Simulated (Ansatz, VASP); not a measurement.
Ru2F: VASP beside Ansatz

Contents of INCAR:

```
SYSTEM = Ru2F
PREC = Accurate ; ENCUT = 600
EDIFF = 1E-6 ; ISMEAR = 0
SIGMA = 0.1 ; LREAL = .False.
LASPH = .True. ; NELM = 100
ALGO = Normal ; ISIF = 3
LWAVE = .False. ; LCHARG = .False.
GGA = PE ; IBRION = 2
NSW = 90 ; EDIFFG = -0.04
```

KPOINTS

```
regular mesh
0
Gamma
  6 4 4
  0 0 0
```

The input POSCAR:

```
Ru2F
1.0
    3.7894821768      0.0000000000      0.0000000000
    1.7096854919      3.8792856113      0.0000000000
    1.8203366779     -0.7009566027      5.1032265747
Ru F
4 2
Direct
    0.6533297765      0.1687404132      0.7605848076
    0.6592530583      0.1738477102      0.2750446784
    0.3510190723      0.8263169661      0.5890758597
    0.3418891901      0.8347055395      0.1001295305
    0.9874238719      0.4885750643      0.8989289755
    0.0070850311      0.5078143065      0.3762361482
```

Input for Ansatz:

```yaml
crystal:
  lattice:
    - [3.7894821768, 0.0, 0.0]
    - [1.7096854919, 3.8792856113, 0.0]
    - [1.8203366779, -0.7009566027, 5.1032265747]
  atoms:
    - { symbol: Ru, position: [0.6533297765, 0.1687404132, 0.7605848076] }
    - { symbol: Ru, position: [0.6592530583, 0.1738477102, 0.2750446784] }
    - { symbol: Ru, position: [0.3510190723, 0.8263169661, 0.5890758597] }
    - { symbol: Ru, position: [0.3418891901, 0.8347055395, 0.1001295305] }
    - { symbol: F, position: [0.9874238719, 0.4885750643, 0.8989289755] }
    - { symbol: F, position: [0.0070850311, 0.5078143065, 0.3762361482] }
basis:
  ecutwfc: 420
kpoints:
  mp_grid: { grid: [6, 4, 4] }
hamiltonian:
  xc: pbe
scf:
  occupations: { method: gaussian, width: 0.1 }
  lower_state_search: "off"
output:
  forces: true
  stress: true
  eigenvalues: true
relax:
  adjacent_minimum: "off"
  f_tol: 0.04
  max_steps: 70
  cell: { stress_tol: 0.4 }
```

Change from the starting cell: the structure that the rattled cell fell into.

Alike in both runs: task relaxation of cell and atoms; functional PBE; k mesh 6 × 4 × 4; occupations gaussian, width 0.1 eV; no spin polarisation.

```csv
,VASP,Ansatz
version,VASP 6.6.1,Ansatz 0.2.0
potentials or method,"VASP PAW PBE potentials, release 64 (Ru_pv, F), cutoff 600 eV","scalar-relativistic, plane waves, PAW"
valence electrons in the cell,70,78
```

|  | VASP | Ansatz | Ansatz less VASP |
| --- | --- | --- | --- |
| gap on the k mesh at the Fermi level, each at its own relaxed structure (eV) | none | none | - |
| relaxed volume (Å³/atom) | 13.11 | 13.14 | +0.029 |
| relaxed length of the cell vector where the two differ most in proportion (Å) | 4.464 | 4.469 | +0.0052 |

A gap of «none» marks a metal or a gap that the smearing closes. VASP's potentials hold 70 valence electrons a cell and Ansatz's 78, so a difference there can come from the potentials and not from the codes.

The k mesh is coarse, so the values compare programs but aren't converged.
